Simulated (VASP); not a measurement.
Wanted: the native input for a VASP 6.6.1 run.

| Property | Result |
| --- | --- |
| Task | single point |
| Functional | PBE |
| Potentials or basis | VASP PAW PBE potentials, release 64 (Li_sv, Cl, Zn) |
| Cutoff | 520 eV |
| k mesh | 1 × 1 × 1 |
| Occupations | fermi-dirac, width 0.05 eV |
| Spin | no spin polarisation |
| Dipole correction | no |
| Further INCAR settings | LREAL = Auto; ALGO = Normal; EDIFF = 1e-06; NBANDS = 62; ISYM = 0 |

The structure of Li7ZnCl9 lies in POSCAR:

```
Li7ZnCl9
1.0
    7.3415680000      0.2514770000      0.2701260000
    0.2514770000      7.2254430000      0.1537620000
    0.2701260000      0.1537620000      6.8830560000
Li Cl Zn
7 9 1
Direct
    0.6265302522      1.1058260139      0.4550163284
    1.0507538180      0.2400998626      0.8595277794
    0.9334425926      0.4554233298      0.3358589679
    0.3886953297      0.5765106750      0.1403405480
    0.4276574936      0.9009713658      0.9108669801
    0.8930503631      0.6789172346      0.8562817455
    0.4719776312      0.4047935976      0.6615055431
    0.1114747407      0.9082426594      0.8022014591
    0.9105415264      0.1185643784      0.2119612805
    0.0995906182      0.4886014322      0.0442596503
    0.3762569824      0.8822303132      0.2995940624
    0.1455671204      0.2961102604      0.5500735473
    0.5657329268      0.6215026378      0.8710884146
    0.8685191347      0.7253489746      0.4890463322
    0.5568150653      0.4004728999      0.3387293754
    0.6077394755      0.1175813679      0.7609164040
    0.0802160556      0.9715005067      0.4274721427
```

These files were run (other wordings do the same):

INCAR

```
PREC     = Accurate       # precision mode
ENCUT    = 520            # plane-wave cutoff, eV
EDIFF    = 1E-6           # SCF threshold, eV
ISMEAR   = -1             # smearing method
SIGMA    = 0.05           # smearing width, eV
LREAL    = Auto         
LASPH    = True           # aspherical terms in the spheres
NELM     = 100            # most SCF steps
ALGO     = Normal         # electronic algorithm
ISIF     = 2              # what is computed and relaxed
LWAVE    = False          # write WAVECAR
LCHARG   = False          # write CHGCAR
GGA      = PE             # functional
ISYM     = 0            
NBANDS   = 62             # bands
```

KPOINTS

```
regular mesh
0
Gamma
  1 1 1
```

Potentials or basis: VASP PAW PBE potentials, release 64 (Li_sv, Cl, Zn).

Run with:

```sh
$ cat potpaw_PBE.64/Li_sv/POTCAR potpaw_PBE.64/Cl/POTCAR potpaw_PBE.64/Zn/POTCAR > POTCAR
$ mpirun -np 1 vasp_gam > vasp.out
```

Results of the run:

```
Largest force          : 1.175 eV/Å
Band gap on the k mesh : 4.41 eV
```

Caveat: the k points lie up to 0.92 Å⁻¹ apart.

Wall time 26 s on 1 thread of AMD EPYC 9R45 96-Core Processor (Zen 5) (shared host), peak memory 0.33 GiB.
